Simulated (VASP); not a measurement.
# Mo (Fmmm) in VASP: further runs

Mo is run at these levels: PBEsol; tasks: single point.

All numbers are computed with VASP 6.6.1; they aren't measurements. Logs are shortened: lines on timing, memory, paths and dates and some standing lists are left out, and cuts for length are marked.

## Step 1: The cell of the first run

It takes space group Fmmm (No. 69, orthorhombic). The conventional cell has a = 3.142 Å, b = 4.410 Å, c = 4.477 Å, α = 90.00°, β = 90.00°, γ = 90.00°. Mo (site symmetry mmm) has 14 Mo at 2.71 to 3.14 Å within 3.6 Å.

## Step 2: Single point, PBEsol (strain +0.0150 x Voigt [0, 0, 0, 0, 1, 0])

File INCAR:

```
PREC = Accurate
ENCUT = 520
EDIFF = 1E-6
ISMEAR = 0
SIGMA = 0.15
LREAL = False
LASPH = True
NELM = 100
ALGO = Fast
ISIF = 2
LWAVE = False
LCHARG = False
GGA = PS
NBANDS = 13
```

File KPOINTS:

```
regular mesh
0
Gamma
  22 22 22
```

File POSCAR:

```
Mo
1.0
   -1.5592175000      1.5710000000      1.5592175000
    1.5827825000     -1.5710000000      1.5827825000
    1.5592175000      1.5710000000     -1.5592175000
Mo
1
Direct
    0.0000000000      0.0000000000      0.0000000000
```

Potentials or basis: VASP PAW PBE potentials, release 64 (Mo_sv).

Command:

```sh
cat potpaw_PBE.64/Mo_sv/POTCAR > POTCAR
mpirun -np 1 vasp_std > vasp.out
```

OUTCAR:

```text
PREC = Accurate
   ENCUT = 520
   EDIFF = 1E-6
   ISMEAR = 0
   LREAL = False
   LASPH = True
   NELM = 100
   ISIF = 2
   GGA = PS

 ion  position               nearest neighbor table
   1  0.000  0.000  0.000-

  LATTYP: Found a face centered orthorhombic cell.
 ALAT       =     3.1420000000
 B/A-ratio  =     1.4036069607
 C/A-ratio  =     1.4248201641

  Lattice vectors:

 A1 = (  -0.0235650000,   0.0000000000,  -3.1420000000)
 A2 = (  -1.5827825000,   1.5710000000,  -1.5827825000)
 A3 = (   1.5592175000,   1.5710000000,  -1.5592175000)

Analysis of symmetry for initial positions (statically):
=====================================================================
 Subroutine PRICEL returns:
 Original cell was already a primitive cell.

 Routine SETGRP: Setting up the symmetry group for a
 face centered orthorhombic supercell.

 Subroutine GETGRP returns: Found  8 space group operations
 (whereof  8 operations were pure point group operations)
 out of a pool of  8 trial point group operations.

The static configuration has the point symmetry D_2h.

Analysis of symmetry for dynamics (positions and initial velocities):
=====================================================================
 Subroutine PRICEL returns:
 Original cell was already a primitive cell.

 Routine SETGRP: Setting up the symmetry group for a
 face centered orthorhombic supercell.

 Subroutine GETGRP returns: Found  8 space group operations
 (whereof  8 operations were pure point group operations)
 out of a pool of  8 trial point group operations.

The dynamic configuration has the point symmetry D_2h.

 Subroutine INISYM returns: Found  8 space group operations
 (whereof  8 operations are pure point group operations),
 and found     1 'primitive' translations

----------------------------------------------------------------------------------------

                                     Primitive cell

  volume of cell :      15.5083

  direct lattice vectors                    reciprocal lattice vectors
    -1.559217500  1.571000000  1.559217500    -0.002387149  0.318268619  0.318286522
     1.582782500 -1.571000000  1.582782500     0.315899373  0.000000000  0.315899373
     1.559217500  1.571000000 -1.559217500     0.318286522  0.318268619 -0.002387149

  length of vectors
     2.707463652  2.734674000  2.707463652     0.450118787  0.446749178  0.450118787

  position of ions in fractional coordinates (direct lattice)
     0.000000000  0.000000000  0.000000000

  ion indices of the primitive-cell ions
[... 83 lines left out ...]
   TEBEG  =    0.0;   TEEND  =   0.0 temperature during run
   PSTRESS=    0.0 pullay stress
   NELECT =      14.0000    total number of electrons
   NUPDOWN=      -1.0000    fix difference up-down
   EMIN   =  10.00;   EMAX   =-10.00  energy-range for DOS
   EFERMI =   0.00;   METHOD = LEGACY
   ISMEAR =     0;   SIGMA  =   0.15  broadening in eV -4-tet -1-fermi 0-gaus
   EFERMI_NEDOS =   21; number of points for ismear=-14 and -15
   IALGO  =     68    algorithm
   IMIX   =      4    mixing-type and parameters
     AMIX     =   0.40;   BMIX     =  1.00
     AMIX_MAG =   1.60;   BMIX_MAG =  1.00
  volume/ion in A,a.u.               =      15.51       104.66
  Fermi-wavevector in a.u.,A,eV,Ry     =   1.582205  2.989934 34.060461  2.503373
  Thomas-Fermi vector in A             =   2.682164
   LORBIT       =      0    0 simple, 1 ext, 2 COOP (PROOUT), +10 PAW based schemes
   GGA     = PS    functional components
   LHFCALC =     F    Hartree Fock is set to
   AEXX    =    0.0000 exact exchange contribution
   IVDW    =     0    specifies the selected vdW correction
   LEPSILON=     F    determine dielectric tensor
   LRPA    =     F    only Hartree local field effects (RPA)
 non-spin polarized calculation
 RMM-DIIS sequential band-by-band and
 Gauss-broadening in eV      SIGMA  =   0.15
  energy-cutoff  :      520.00
  volume of cell :       15.51
 maximum number of plane-waves:       431
   NGX =  9   NGY = 11   NGZ =  9

 number of electron      14.0000000 magnetization

 Free energy of the ion-electron system (eV)
  ---------------------------------------------------
  ext. energy  EPLUGINS =         0.00000000
  ---------------------------------------------------
  free energy    TOTEN  =       -11.77828315 eV

  energy without entropy =      -11.77081984  energy(sigma->0) =      -11.77455150

 E-fermi :  12.5765     XC(G=0): -13.5731

 val. band max:       12.5752855331   @ k =  -0.2727   0.3636   0.1818
 cond. band min:      12.5788737513   @ k =  -0.2727   0.2273   0.1364
 fundamental gap:      0.0035882181
 Fermi energy:        12.5764779398

 k-point     1 :       0.0000    0.0000    0.0000
  band No.  band energies     occupation
      1     -48.6012      2.00000
      2     -21.8903      2.00000
      3     -21.8687      2.00000
      4     -21.8484      2.00000
      5       5.2813      2.00000
      6      11.0890      2.00000
      7      11.2056      2.00000
      8      11.3340      2.00000
      9      14.2562      0.00000
     10      14.2627      0.00000
     11      27.2819      0.00000
     12      27.4139      0.00000
     13      27.5448      0.00000
[... 354 lines left out ...]
  band No.  band energies     occupation
      1     -48.3252      2.00000
      2     -23.3026      2.00000
      3     -22.3364      2.00000
      4     -21.8912      2.00000
      5       7.2654      2.00000
      6       9.1689      2.00000
      7      13.7455      0.00000
      8      14.2932      0.00000
      9      15.1666      0.00000
     10      17.5492      0.00000
     11      24.3414      0.00000
     12      24.7011      0.00000
     13      29.9369      0.00000

 [... further k-points ...]

------------------------ aborting loop because EDIFF is reached ----------------------------------------

  FORCE on cell =-STRESS in cart. coord.  units (eV):
  Direction    XX          YY          ZZ          XY          YZ          ZX
  --------------------------------------------------------------------------------------
  -------------------------------------------------------------------------------------
  Total       -0.2560410     -0.2535755     -0.2560410      0.0000000      0.0000000     -0.1457760
  in kB      -26.4518458    -26.1971296    -26.4518458      0.0000000      0.0000000    -15.0602620
  external PRESSURE =     -26.3669404 kB  Pullay stress =       0.0000000 kB

 VOLUME and BASIS-vectors are now :
 -----------------------------------------------------------------------------
  energy-cutoff  :      520.00
  volume of cell :       15.51
      direct lattice vectors                 reciprocal lattice vectors
    -1.559217500  1.571000000  1.559217500    -0.002387149  0.318268619  0.318286522
     1.582782500 -1.571000000  1.582782500     0.315899373  0.000000000  0.315899373
     1.559217500  1.571000000 -1.559217500     0.318286522  0.318268619 -0.002387149

 POSITION                                       TOTAL-FORCE (eV/Angst)
 -----------------------------------------------------------------------------------
      0.00000      0.00000      0.00000        -0.000000     -0.000000     -0.000000
 -----------------------------------------------------------------------------------
    total drift:                                0.000000     -0.000000      0.000000

  FREE ENERGIE OF THE ION-ELECTRON SYSTEM (eV)
  ---------------------------------------------------
  free  energy   TOTEN  =       -11.7782831479 eV

  energy  without entropy=      -11.7708198422  energy(sigma->0) =      -11.77455150
```

It took 6.8 min on 1 thread of Intel Xeon 8259CL, shared host; peak memory 0.38 GiB.

What came out:

```yaml
Free_energy: -11.7783 eV
Pressure: -2.6 GPa
Band_gap_on_the_k_mesh: zero (bands 7 and 8 overlap by 5.23 eV)
```

Stress tensor (GPa, compression positive):
```
-2.65  0.00 -1.51
 0.00 -2.62  0.00
-1.51  0.00 -2.65
```

Caveat: the cell differs from its parent crystal (strain +0.0150 x Voigt [0, 0, 0, 0, 1, 0]); the PAW data sets were made with another functional, which shifts forces and pressure a little.

## Step 3: Single point, PBEsol (strain +0.0050 x Voigt [0, 0, 0, 0, 1, 0])

File INCAR:

```
SYSTEM = Mo
  ALGO = Fast
  EDIFF = 1E-6
  ENCUT = 520
  GGA = PS
  ISIF = 2
  ISMEAR = 0
  LASPH = .True.
  LCHARG = .False.
  LREAL = .False.
  LWAVE = .False.
  NBANDS = 13
  NELM = 80
  PREC = Accurate
  SIGMA = 0.15
```

File KPOINTS:

```
k-points
0
Gamma
  22 22 22
  0 0 0
```

File POSCAR:

```
Mo
1.0
   -1.5670725000      1.5710000000      1.5670725000
    1.5749275000     -1.5710000000      1.5749275000
    1.5670725000      1.5710000000     -1.5670725000
Mo
1
Direct
    0.0000000000      0.0000000000      0.0000000000
```

Potentials or basis: VASP PAW PBE potentials, release 64 (Mo_sv).

Command:

```sh
cat potpaw_PBE.64/Mo_sv/POTCAR > POTCAR
mpirun -np 1 vasp_std > vasp.out
```

Run time: 6.3 min. Hardware: 1 thread of Intel Xeon 8259CL, shared host; peak memory 0.38 GiB.

Results (log left out):

```yaml
Free_energy: -11.7792 eV
Pressure: -2.7 GPa
Band_gap_on_the_k_mesh: zero (bands 7 and 8 overlap by 5.35 eV)
```

Stress tensor (GPa, compression positive):
```
-2.68  0.00 -0.50
 0.00 -2.68  0.00
-0.50  0.00 -2.68
```

Levels at points of the mesh, in eV from the Fermi level:
| k point | band 4 | band 5 | band 6 | band 7 | band 8 | band 9 | band 10 | band 11 |
| --- | --- | --- | --- | --- | --- | --- | --- | --- |
| (0.00, 0.00, 0.00) | -34.44 | -7.29 | -1.40 | -1.36 | -1.32 | 1.68 | 1.68 | 14.79 |
| (0.50, 0.00, 0.00) | -34.46 | -5.38 | -3.43 | 1.65 | 1.72 | 2.35 | 4.85 | 11.77 |
| (0.00, 0.50, 0.00) | -34.45 | -5.38 | -3.45 | 1.61 | 1.74 | 2.39 | 4.83 | 11.71 |
| (0.50, 0.00, 0.50) | -34.46 | -5.39 | -3.42 | 1.69 | 1.70 | 2.32 | 4.88 | 11.83 |
| (0.50, 0.50, 0.50) | -35.43 | -5.51 | -5.51 | 4.03 | 4.07 | 4.12 | 9.07 | 9.10 |

Caveat: the cell differs from its parent crystal (strain +0.0050 x Voigt [0, 0, 0, 0, 1, 0]); the PAW data sets were made with another functional, which shifts forces and pressure a little.
